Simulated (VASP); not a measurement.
GaN: single point with LDA

The system is GaN.

```
Ga N
1.0
     0.00000    2.22770    2.22770
     2.22770    0.00000    2.22770
     2.22770    2.22770    0.00000
Ga N
1 1
Direct
  0.00000 0.00000 0.00000
  0.75000 0.75000 0.75000
```

```
Program                : VASP 6.6.1
Task                   : single point
Functional             : LDA
Potentials or basis    : VASP PAW LDA potentials, release 64 (Ga_d, N)
Cutoff                 : 520 eV
k mesh                 : 10 × 10 × 10
Occupations            : gaussian, width 0.01 eV
Spin                   : no spin polarisation
Dipole correction      : no
Further INCAR settings : ALGO = Normal; EDIFF = 1e-06; NBANDS = 16
```

```
Pressure               : 1.1 GPa
Band gap on the k mesh : 1.97 eV
```

Levels at points of the mesh, in eV from the valence-band top:
| k point | band 7 | band 8 | band 9 | band 10 | band 11 | band 12 |
| --- | --- | --- | --- | --- | --- | --- |
| (0.00, 0.00, 0.00) | 0.00 | 0.00 | 0.00 | 1.97 | 10.33 | 10.33 |
| (0.50, 0.00, 0.00) | -7.35 | -1.02 | -1.02 | 4.78 | 8.77 | 10.38 |
| (0.50, 0.50, 0.00) | -6.35 | -2.86 | -2.86 | 3.26 | 6.69 | 11.75 |

It took 9.3 s on 1 thread of Intel Xeon 8259CL, with other jobs on the host, peak memory 0.14 GiB.
